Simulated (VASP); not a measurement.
# TiC (P-6m2) in VASP: a series of runs, part 2 of 3

VASP 6.6.1. Earlier steps stand in the parts before.

### Step 3. Single point, PBE

This run uses another cell than the first one, of 10.81 Å³/atom.

Contents of INCAR:

```
SYSTEM = TiC
PREC     = Accurate       ! precision mode
ENCUT    = 520            ! plane-wave cutoff, eV
EDIFF    = 1E-6           ! SCF threshold, eV
ISMEAR   = 0              ! smearing method
SIGMA    = 0.01           ! smearing width, eV
LREAL    = .False.        ! projectors in reciprocal space
LASPH    = .True.         ! aspherical terms in the spheres
NELM     = 100            ! most SCF steps
ALGO     = Normal         ! electronic algorithm
ISIF     = 2              ! what is computed and relaxed
LWAVE    = .False.        ! write WAVECAR
LCHARG   = .False.        ! write CHGCAR
GGA      = PE             ! functional
NBANDS   = 15             ! bands
```

Contents of KPOINTS:

```
Automatic mesh
0
Gamma
  12 12 14
  0 0 0
```

Contents of POSCAR:

```
TiC
1.0
    3.0428249765      0.0000000000      0.0000000000
   -1.5214124882      2.6351637289      0.0000000000
    0.0000000000      0.0000000000      2.6967889251
Ti C
1 1
Direct
    0.0000000000      0.0000000000      0.0000000000
    0.6666666667      0.3333333333      0.5000000000
```

Potentials or basis: VASP PAW PBE potentials, release 64 (Ti_sv, C).

Started as:

```
$ cat potpaw_PBE.64/Ti_sv/POTCAR potpaw_PBE.64/C/POTCAR > POTCAR
$ mpirun -np 1 vasp_std > vasp.out
```

OUTCAR:

```text
SYSTEM = TiC
   PREC = Accurate
   ENCUT = 520
   EDIFF = 1E-6
   ISMEAR = 0
   LREAL = .False.
   LASPH = .True.
   NELM = 100
   ISIF = 2
   GGA = PE

 ion  position               nearest neighbor table
   1  0.000  0.000  0.000-   2 2.21   2 2.21   2 2.21   2 2.21   2 2.21   2 2.21
   2  0.667  0.333  0.500-   1 2.21   1 2.21   1 2.21   1 2.21   1 2.21   1 2.21

  LATTYP: Found a hexagonal cell.
 ALAT       =     3.0428249765
 C/A-ratio  =     0.8862780298

  Lattice vectors:

 A1 = (   3.0428249765,   0.0000000000,   0.0000000000)
 A2 = (  -1.5214124882,   2.6351637289,   0.0000000000)
 A3 = (   0.0000000000,   0.0000000000,   2.6967889251)

Analysis of symmetry for initial positions (statically):
=====================================================================
 Subroutine PRICEL returns:
 Original cell was already a primitive cell.

 Routine SETGRP: Setting up the symmetry group for a
 hexagonal supercell.

 Subroutine GETGRP returns: Found 12 space group operations
 (whereof 12 operations were pure point group operations)
 out of a pool of 24 trial point group operations.

The static configuration has the point symmetry D_3h.

Analysis of symmetry for dynamics (positions and initial velocities):
=====================================================================
 Subroutine PRICEL returns:
 Original cell was already a primitive cell.

 Routine SETGRP: Setting up the symmetry group for a
 hexagonal supercell.

 Subroutine GETGRP returns: Found 12 space group operations
 (whereof 12 operations were pure point group operations)
 out of a pool of 24 trial point group operations.

The dynamic configuration has the point symmetry D_3h.

 Subroutine INISYM returns: Found 12 space group operations
 (whereof 12 operations are pure point group operations),
 and found     1 'primitive' translations

----------------------------------------------------------------------------------------

[... 116 lines left out ...]
   LORBIT       =      0    0 simple, 1 ext, 2 COOP (PROOUT), +10 PAW based schemes
   GGA     = PE    functional components
   LHFCALC =     F    Hartree Fock is set to
   AEXX    =    0.0000 exact exchange contribution
   IVDW    =     0    specifies the selected vdW correction
   LEPSILON=     F    determine dielectric tensor
   LRPA    =     F    only Hartree local field effects (RPA)
 non-spin polarized calculation
 Gauss-broadening in eV      SIGMA  =   0.01
  energy-cutoff  :      520.00
  volume of cell :       21.62
 maximum number of plane-waves:       592
 NGX is ok and might be reduce to    24
   NGX = 11   NGY = 11   NGZ = 11

 number of electron      16.0000002 magnetization

 Free energy of the ion-electron system (eV)
  ---------------------------------------------------
  ext. energy  EPLUGINS =         0.00000000
  ---------------------------------------------------
  free energy    TOTEN  =       -17.35547854 eV

  energy without entropy =      -17.35547854  energy(sigma->0) =      -17.35547854

 E-fermi :   8.5850     XC(G=0): -12.2945

 val. band max:        8.5486793451   @ k =   0.4167   0.0000   0.0714
 cond. band min:       8.6213677859   @ k =   0.2500   0.1667   0.0000
 fundamental gap:      0.0726884407
 Fermi energy:         8.5850217277

 k-point     1 :       0.0000    0.0000    0.0000
  band No.  band energies     occupation
      1     -47.9291      2.00000
      2     -24.0869      2.00000
      3     -24.0869      2.00000
      4     -23.6238      2.00000
      5      -3.3844      2.00000
      6       7.0220      2.00000
      7       7.0220      2.00000
      8       7.6641      2.00000
      9      10.9213      0.00000
     10      11.9559      0.00000
     11      11.9559      0.00000
     12      14.2927      0.00000
     13      14.2927      0.00000
     14      16.1330      0.00000
[... 401 lines left out ...]
      2     -24.3841      2.00000
      3     -24.1512      2.00000
      4     -23.6252      2.00000
      5      -1.6781      2.00000
      6       4.5900      2.00000
      7       7.9622      2.00000
      8       8.1931      2.00000
      9       8.6733      0.00000
     10      11.4981      0.00000
     11      12.5139      0.00000
     12      13.0132      0.00000
     13      14.5858      0.00000
     14      19.2802      0.00000
     15      23.1201      0.00000

 [... further k-points ...]
[... 5 lines left out ...]
  --------------------------------------------------------------------------------------
  -------------------------------------------------------------------------------------
  Total        0.0147996      0.0147996      0.0179166      0.0000000      0.0000000      0.0000000
  in kB        1.0965539      1.0965539      1.3274998      0.0000000      0.0000000      0.0000000
  external PRESSURE =       1.1735358 kB  Pullay stress =       0.0000000 kB

 VOLUME and BASIS-vectors are now :
 -----------------------------------------------------------------------------
  energy-cutoff  :      520.00
  volume of cell :       21.62
      direct lattice vectors                 reciprocal lattice vectors
     3.042824976  0.000000000  0.000000000     0.328641972  0.189741531  0.000000000
    -1.521412488  2.635163729  0.000000000     0.000000000  0.379483062  0.000000000
     0.000000000  0.000000000  2.696788925     0.000000000  0.000000000  0.370811372

 POSITION                                       TOTAL-FORCE (eV/Angst)
 -----------------------------------------------------------------------------------
      0.00000      0.00000      0.00000         0.000000     -0.000000      0.000000
      1.52141      0.87839      1.34839        -0.000000      0.000000      0.000000
 -----------------------------------------------------------------------------------
    total drift:                               -0.000000      0.000000      0.000000

  FREE ENERGIE OF THE ION-ELECTRON SYSTEM (eV)
  ---------------------------------------------------
  free  energy   TOTEN  =       -17.3554785417 eV

  energy  without entropy=      -17.3554785415  energy(sigma->0) =      -17.35547854
```

It took 14 s on 1 thread of Intel Xeon 6975P-C (Granite Rapids), shared host; peak memory 0.17 GiB.

What came out:

| Item | Value |
| --- | --- |
| Free energy | -17.3555 eV |
| Pressure | 0.1 GPa |
| Band gap on the k mesh | zero (bands 8 and 9 overlap by 0.07 eV) |

### Step 4. Single point, PBE

This run uses another cell than the first one, of 10.81 Å³/atom.

Contents of INCAR:

```
SYSTEM = TiC
PREC = Accurate
ENCUT = 520
EDIFF = 1E-6
ISMEAR = 0
SIGMA = 0.1
LREAL = .False.
LASPH = .True.
NELM = 60
ALGO = Normal
ISIF = 2
LWAVE = .False.
LCHARG = .False.
GGA = PE
NBANDS = 15
```

Contents of KPOINTS:

```
Automatic mesh
0
Gamma
  24 24 20
  0 0 0
```

Contents of POSCAR:

```
TiC
1.0
    3.0420861440      0.0000000000      0.0000000000
   -1.5210430720      2.6345238812      0.0000000000
    0.0000000000      0.0000000000      2.6979644044
Ti C
1 1
Direct
    0.0000000000      0.0000000000      0.0000000000
    0.6666666667      0.3333333333      0.5000000000
```

Potentials or basis: VASP PAW PBE potentials, release 64 (Ti_sv, C).

Started as:

```
$ cat potpaw_PBE.64/Ti_sv/POTCAR potpaw_PBE.64/C/POTCAR > POTCAR
$ mpirun -np 1 vasp_std > vasp.out
```

OUTCAR:

```text
SYSTEM = TiC
   PREC = Accurate
   ENCUT = 520
   EDIFF = 1E-6
   ISMEAR = 0
   LREAL = .False.
   LASPH = .True.
   NELM = 60
   ISIF = 2
   GGA = PE

 ion  position               nearest neighbor table
   1  0.000  0.000  0.000-   2 2.21   2 2.21   2 2.21   2 2.21   2 2.21   2 2.21
   2  0.667  0.333  0.500-   1 2.21   1 2.21   1 2.21   1 2.21   1 2.21   1 2.21

  LATTYP: Found a hexagonal cell.
 ALAT       =     3.0420861440
 C/A-ratio  =     0.8868796861

  Lattice vectors:

 A1 = (   3.0420861440,   0.0000000000,   0.0000000000)
 A2 = (  -1.5210430720,   2.6345238812,   0.0000000000)
 A3 = (   0.0000000000,   0.0000000000,   2.6979644044)

Analysis of symmetry for initial positions (statically):
=====================================================================
 Subroutine PRICEL returns:
 Original cell was already a primitive cell.

 Routine SETGRP: Setting up the symmetry group for a
 hexagonal supercell.

 Subroutine GETGRP returns: Found 12 space group operations
 (whereof 12 operations were pure point group operations)
 out of a pool of 24 trial point group operations.

The static configuration has the point symmetry D_3h.

Analysis of symmetry for dynamics (positions and initial velocities):
=====================================================================
 Subroutine PRICEL returns:
 Original cell was already a primitive cell.

 Routine SETGRP: Setting up the symmetry group for a
 hexagonal supercell.

 Subroutine GETGRP returns: Found 12 space group operations
 (whereof 12 operations were pure point group operations)
 out of a pool of 24 trial point group operations.

The dynamic configuration has the point symmetry D_3h.

 Subroutine INISYM returns: Found 12 space group operations
 (whereof 12 operations are pure point group operations),
 and found     1 'primitive' translations

----------------------------------------------------------------------------------------

                                     Primitive cell

  volume of cell :      21.6227

  direct lattice vectors                    reciprocal lattice vectors
     3.042086144  0.000000000  0.000000000     0.328721789  0.189787613  0.000000000
    -1.521043072  2.634523881  0.000000000     0.000000000  0.379575227  0.000000000
     0.000000000  0.000000000  2.697964404     0.000000000  0.000000000  0.370649812

  length of vectors
     3.042086144  3.042086144  2.697964404     0.379575227  0.379575227  0.370649812

  position of ions in fractional coordinates (direct lattice)
     0.000000000  0.000000000  0.000000000
     0.666666667  0.333333333  0.500000000

  ion indices of the primitive-cell ions
   primitive index   ion index
                 1           1
                 2           2

----------------------------------------------------------------------------------------

 KPOINTS: Automatic mesh

Automatic generation of k-mesh.
 Grid dimensions read from file:
 generate k-points for:   24   24   20

 Generating k-lattice:

  Cartesian coordinates                     Fractional coordinates (reciprocal lattice)
     0.013696741  0.007907817  0.000000000     0.041666667 -0.000000000  0.000000000
     0.000000000  0.015815634  0.000000000     0.000000000  0.041666667  0.000000000
     0.000000000  0.000000000  0.018532491     0.000000000  0.000000000  0.050000000

  Length of vectors
     0.015815634  0.015815634  0.018532491

  Shift w.r.t. Gamma in fractional coordinates (k-lattice)
     0.000000000  0.000000000  0.000000000

 Subroutine IBZKPT returns following result:
 ===========================================

 Found    671 irreducible k-points:

 Following reciprocal coordinates:
            Coordinates               Weight
  0.000000  0.000000  0.000000      1.000000
  0.041667  0.000000  0.000000      6.000000
  0.083333 -0.000000  0.000000      6.000000
  0.125000  0.000000  0.000000      6.000000
  0.166667  0.000000  0.000000      6.000000
  0.208333  0.000000  0.000000      6.000000
[... 16 lines left out ...]
  0.416667  0.041667  0.000000     12.000000
  0.458333  0.041667  0.000000     12.000000
 [... further k-points ...]
   k-points           NKPTS =    671   k-points in BZ     NKDIM =    671   number of bands    NBANDS=     15
   number of dos      NEDOS =    301   number of ions     NIONS =      2
   total plane-waves  NPLWV =  11520
   dimension x,y,z NGX =    24 NGY =   24 NGZ =   20
   dimension x,y,z NGXF=    48 NGYF=   48 NGZF=   40
   ions per type =               1   1
   NGX,Y,Z   is equivalent  to a cutoff of  13.12, 13.12, 12.32 a.u.
   NGXF,Y,Z  is equivalent  to a cutoff of  26.23, 26.23, 24.65 a.u.
 SYSTEM =  TiC
   PREC   = accura    normal or accurate (medium, high low for compatibility)
   ISTART =      0    job   : 0-new  1-cont  2-samecut
   ICHARG =      2    charge: 1-file 2-atom 10-const
   ISPIN  =      1    spin polarized calculation?
   LNONCOLLINEAR =      F non collinear calculations
   LSORBIT =      F    spin-orbit coupling
   LASPH  =      T    aspherical Exc in radial PAW
   ENCUT  =  520.0 eV  38.22 Ry    6.18 a.u.   5.66  5.66  5.02*2*pi/ulx,y,z
   NELM   =     60;   NELMIN=  2; NELMDL= -5     # of ELM steps
   EDIFF  = 0.1E-05   stopping-criterion for ELM
   LREAL  =      F    real-space projection
   EDIFFG = 0.1E-04   stopping-criterion for IOM
   NSW    =      0    number of steps for IOM
   IBRION =     -1    ionic relax: 0-MD 1-quasi-New 2-CG
   NFREE  =      0    steps in history (QN), initial steepest desc. (CG)
   ISIF   =      2    stress and relaxation
   ISYM   =      2    0-nonsym 1-usesym 2-fastsym
   POTIM  = 0.5000    time-step for ionic-motion
   TEBEG  =    0.0;   TEEND  =   0.0 temperature during run
   PSTRESS=    0.0 pullay stress
   NELECT =      16.0000    total number of electrons
   NUPDOWN=      -1.0000    fix difference up-down
   EMIN   =  10.00;   EMAX   =-10.00  energy-range for DOS
   EFERMI =   0.00;   METHOD = LEGACY
   ISMEAR =     0;   SIGMA  =   0.10  broadening in eV -4-tet -1-fermi 0-gaus
   EFERMI_NEDOS =   21; number of points for ismear=-14 and -15
   IALGO  =     38    algorithm
   IMIX   =      4    mixing-type and parameters
     AMIX     =   0.40;   BMIX     =  1.00
     AMIX_MAG =   1.60;   BMIX_MAG =  1.00
  volume/ion in A,a.u.               =      10.81        72.96
  Fermi-wavevector in a.u.,A,eV,Ry     =   1.480738  2.798189 29.831928  2.192585
  Thomas-Fermi vector in A             =   2.594735
   LORBIT       =      0    0 simple, 1 ext, 2 COOP (PROOUT), +10 PAW based schemes
   GGA     = PE    functional components
   LHFCALC =     F    Hartree Fock is set to
   AEXX    =    0.0000 exact exchange contribution
   IVDW    =     0    specifies the selected vdW correction
   LEPSILON=     F    determine dielectric tensor
   LRPA    =     F    only Hartree local field effects (RPA)
 non-spin polarized calculation
 Gauss-broadening in eV      SIGMA  =   0.10
  energy-cutoff  :      520.00
  volume of cell :       21.62
 maximum number of plane-waves:       596
 NGX is ok and might be reduce to    24
   NGX = 11   NGY = 11   NGZ = 11

 number of electron      16.0000002 magnetization

 Free energy of the ion-electron system (eV)
  ---------------------------------------------------
  ext. energy  EPLUGINS =         0.00000000
  ---------------------------------------------------
  free energy    TOTEN  =       -17.35617564 eV

  energy without entropy =      -17.35495970  energy(sigma->0) =      -17.35556767

 E-fermi :   8.5921     XC(G=0): -12.2946

 val. band max:        8.5760046978   @ k =   0.2917   0.1250   0.0000
 cond. band min:       8.5923148265   @ k =   0.4167   0.0000   0.0500
 fundamental gap:      0.0163101288
 Fermi energy:         8.5921356136

 k-point     1 :       0.0000    0.0000    0.0000
  band No.  band energies     occupation
      1     -47.9291      2.00000
      2     -24.0865      2.00000
      3     -24.0865      2.00000
      4     -23.6250      2.00000
      5      -3.3824      2.00000
      6       7.0270      2.00000
      7       7.0270      2.00000
      8       7.6645      2.00000
      9      10.9166      0.00000
     10      11.9544      0.00000
     11      11.9544      0.00000
     12      14.2932      0.00000
     13      14.2932      0.00000
     14      16.1402      0.00000
[... 401 lines left out ...]
      2     -24.4841      2.00000
      3     -24.1819      2.00000
      4     -23.5775      2.00000
      5      -0.9895      2.00000
      6       3.7892      2.00000
      7       7.7621      2.00000
      8       8.3256      1.99984
      9       8.9089      0.00001
     10      11.6289      0.00000
     11      12.0476      0.00000
     12      12.3537      0.00000
     13      15.2477      0.00000
     14      19.5432      0.00000
     15      23.1883      0.00000

 [... further k-points ...]
[... 5 lines left out ...]
  --------------------------------------------------------------------------------------
  -------------------------------------------------------------------------------------
  Total        0.0132219      0.0132219      0.0127742      0.0000000      0.0000000      0.0000000
  in kB        0.9797033      0.9797033      0.9465276      0.0000000      0.0000000      0.0000000
  external PRESSURE =       0.9686447 kB  Pullay stress =       0.0000000 kB

 VOLUME and BASIS-vectors are now :
 -----------------------------------------------------------------------------
  energy-cutoff  :      520.00
  volume of cell :       21.62
      direct lattice vectors                 reciprocal lattice vectors
     3.042086144  0.000000000  0.000000000     0.328721789  0.189787613  0.000000000
    -1.521043072  2.634523881  0.000000000     0.000000000  0.379575227  0.000000000
     0.000000000  0.000000000  2.697964404     0.000000000  0.000000000  0.370649812

 POSITION                                       TOTAL-FORCE (eV/Angst)
 -----------------------------------------------------------------------------------
      0.00000      0.00000      0.00000         0.000000     -0.000000      0.000000
      1.52104      0.87817      1.34898        -0.000000      0.000000      0.000000
 -----------------------------------------------------------------------------------
    total drift:                               -0.000000      0.000000      0.000000

  FREE ENERGIE OF THE ION-ELECTRON SYSTEM (eV)
  ---------------------------------------------------
  free  energy   TOTEN  =       -17.3561756377 eV

  energy  without entropy=      -17.3549596969  energy(sigma->0) =      -17.35556767
```

OSZICAR:

```text
N       E                     dE             d eps       ncg     rms          rms(c)
DAV:   1     0.119220605844E+03    0.11922E+03   -0.80011E+03 20159   0.126E+03
DAV:   2    -0.153288125595E+02   -0.13455E+03   -0.12548E+03 21460   0.331E+02
DAV:   3    -0.230598493599E+02   -0.77310E+01   -0.75882E+01 28098   0.783E+01
DAV:   4    -0.232831787240E+02   -0.22333E+00   -0.22313E+00 23738   0.127E+01
DAV:   5    -0.232890937035E+02   -0.59150E-02   -0.59138E-02 26697   0.195E+00    0.173E+01
DAV:   6    -0.186704552871E+02    0.46186E+01   -0.12592E+01 29219   0.573E+01    0.935E+00
DAV:   7    -0.174216582511E+02    0.12488E+01   -0.29077E+00 24828   0.269E+01    0.482E+00
DAV:   8    -0.173739952480E+02    0.47663E-01   -0.19409E-01 22153   0.473E+00    0.302E+00
DAV:   9    -0.173576353807E+02    0.16360E-01   -0.97812E-02 29638   0.421E+00    0.626E-01
DAV:  10    -0.173577279398E+02   -0.92559E-04   -0.11482E-02 22483   0.111E+00    0.475E-01
DAV:  11    -0.173565595133E+02    0.11684E-02   -0.32192E-03 23665   0.834E-01    0.218E-01
DAV:  12    -0.173561807792E+02    0.37873E-03   -0.36450E-04 26672   0.330E-01    0.422E-02
DAV:  13    -0.173561759991E+02    0.47801E-05   -0.59560E-05 21929   0.894E-02    0.964E-03
DAV:  14    -0.173561756377E+02    0.36139E-06   -0.20960E-06 26216   0.216E-02
   1 F= -.17356176E+02 E0= -.17355568E+02  d E =-.121594E-02
```

Wall time 56 s (1 thread of Intel Xeon 6975P-C (Granite Rapids), shared host); peak memory 0.32 GiB.

What came out:

```
Free energy            : -17.3562 eV
Pressure               : 0.1 GPa
Band gap on the k mesh : zero (bands 8 and 9 overlap by 0.13 eV)
```

Levels at points of the mesh, in eV from the Fermi level:
| k point | band 4 | band 5 | band 6 | band 7 | band 8 | band 9 | band 10 | band 11 | band 12 | band 13 |
| --- | --- | --- | --- | --- | --- | --- | --- | --- | --- | --- |
| (0.00, 0.00, 0.00) | -32.22 | -11.97 | -1.57 | -1.57 | -0.93 | 2.32 | 3.36 | 3.36 | 5.70 | 5.70 |
| (0.50, 0.00, 0.00) | -32.17 | -9.58 | -4.84 | -0.73 | -0.28 | 0.25 | 3.06 | 3.50 | 3.75 | 6.63 |
| (0.00, 0.00, 0.50) | -32.60 | -8.84 | -5.57 | -0.48 | -0.48 | 1.16 | 1.16 | 4.73 | 4.76 | 4.76 |
| (0.50, 0.00, 0.50) | -32.68 | -8.76 | -3.98 | -2.54 | -2.19 | 1.52 | 3.31 | 4.38 | 5.59 | 7.35 |

(Part 2 of 3 ends here.)
